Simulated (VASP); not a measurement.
Write the native input for VASP 6.6.1 that does the following.

* Task: single point
* Functional: PBE
* Potentials or basis: VASP PAW PBE potentials, release 64 (K_sv, Mg, F)
* Cutoff: 520 eV
* k mesh: 6 × 6 × 6
* Occupations: gaussian, width 0.01 eV
* Spin: no spin polarisation
* Dipole correction: no
* Further INCAR settings: ALGO = Normal; EDIFF = 1e-06; NBANDS = 24

The structure of KMgF3 lies in POSCAR:

```
KMgF3
1.0
    3.9802355626      0.0000000000      0.0000000000
    0.0000000000      3.9802355626      0.0000000000
    0.0000000000      0.0000000000      3.9802355626
K Mg F
1 1 3
Direct
    0.5000000000      0.5000000000      0.5000000000
    0.0000000000      0.0000000000      0.0000000000
    0.5000000000      0.0000000000      0.0000000000
    0.0000000000      0.5000000000      0.0000000000
    0.0000000000      0.0000000000      0.5000000000
```

The input as run:

INCAR

```
SYSTEM = KMgF3
  PREC = Accurate
  ENCUT = 520
  EDIFF = 1E-6
  ISMEAR = 0
  SIGMA = 0.01
  LREAL = .False.
  LASPH = .True.
  NELM = 80
  ALGO = Normal
  ISIF = 2
  LWAVE = .False.
  LCHARG = .False.
  GGA = PE
  NBANDS = 24
```

KPOINTS

```
Automatic mesh
0
Gamma
  6 6 6
  0 0 0
```

Potentials or basis: VASP PAW PBE potentials, release 64 (K_sv, Mg, F).

The run is started by

```bash
$ cat potpaw_PBE.64/K_sv/POTCAR potpaw_PBE.64/Mg/POTCAR potpaw_PBE.64/F/POTCAR > POTCAR
$ mpirun -np 1 vasp_std > vasp.out
```

Results of the run:

* Pressure: 3.7 GPa
* Band gap on the k mesh: 7.34 eV, indirect (least direct gap 7.66 eV)

It took 59 s on 1 thread of AMD EPYC 7R13, on a shared host, peak memory 0.15 GiB.
